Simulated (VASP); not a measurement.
## MgH2: single point with LDA

Crystal: MgH2.

```xyz
6
Lattice="4.4296 0.0000 0.0000 0.0000 4.4296 0.0000 0.0000 0.0000 2.9737" Properties=species:S:1:pos:R:3 pbc="T T T"
Mg    0.0000    0.0000    0.0000
Mg    2.2148    2.2148    1.4868
H     1.3488    1.3488    0.0000
H     0.8660    3.5636    1.4868
H     3.0808    3.0808    0.0000
H     3.5636    0.8660    1.4868
```

```yaml
Program: VASP 6.6.1
Task: single point
Functional: LDA
Potentials_or_basis: VASP PAW LDA potentials, release 64 (Mg, H)
Cutoff: 520 eV
k_mesh: 6 × 6 × 8
Occupations: gaussian, width 0.02 eV
Spin: no spin polarisation
```

```json
{
  "Pressure": "-0.5 GPa",
  "Largest force": "0.008 eV/Å",
  "Band gap on the k mesh": "3.51 eV, indirect (least direct gap 4.37 eV)"
}
```

Forces in eV/Å, atoms in the order of the input:
```
Mg   0.000  0.000  0.000
Mg   0.000  0.000  0.000
H   -0.005 -0.005  0.000
H    0.005 -0.005  0.000
H    0.005  0.005  0.000
H   -0.005  0.005  0.000
```

Levels at points of the mesh, in eV from the valence-band top:
```tsv
k point	band 2	band 3	band 4	band 5	band 6	band 7
(0.00, 0.00, 0.00)	-1.57	-1.57	-0.49	4.32	4.97	9.12
(0.50, 0.00, 0.00)	-5.17	-0.55	-0.55	5.09	5.09	10.06
(0.50, 0.50, 0.00)	-4.01	-3.01	-3.01	9.12	9.12	9.29
(0.00, 0.00, 0.50)	-3.29	-0.09	-0.09	6.23	6.23	6.56
(0.50, 0.00, 0.50)	-2.47	-1.23	-1.23	4.99	4.99	6.67
(0.50, 0.50, 0.50)	-2.02	-1.07	-1.07	3.61	3.61	3.80
```

Wall time 19 s on 1 thread of Intel(R) Xeon(R) 6975P-C (Granite Rapids) (shared host), peak memory 0.17 GiB.

A k mesh can miss the band edges. Expect the measured gap to be larger: semilocal functionals such as LDA lack the derivative discontinuity.
